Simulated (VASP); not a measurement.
Here is a VASP 6.6.1 calculation.

The input INCAR:

```
PREC = Accurate
ENCUT = 520
EDIFF = 1E-6
ISMEAR = 0
SIGMA = 0.1
LREAL = F
LASPH = T
NELM = 60
ALGO = Normal
ISIF = 2
LWAVE = F
LCHARG = F
GGA = PE
NBANDS = 14
```

File KPOINTS:

```
regular mesh
0
Gamma
  12 12 12
```

POSCAR

```
Sb
1.0
   -2.8160195692      2.8160195692      3.0972902895
    2.8160195692     -2.8160195692      3.0972902895
    2.8160195692      2.8160195692     -3.0972902895
Sb
3
Direct
    0.7500000000      0.2500000000      0.5000000000
    0.2500000000      0.7500000000      0.5000000000
    0.5000000000      0.5000000000      0.0000000000
```

Potentials or basis: VASP PAW PBE potentials, release 64 (Sb).

Command:

```sh
$ cat potpaw_PBE.64/Sb/POTCAR > POTCAR
$ mpirun -np 1 vasp_std > vasp.out
```

(1) Predict the pressure.

## Answers

(1) -0.1 GPa.
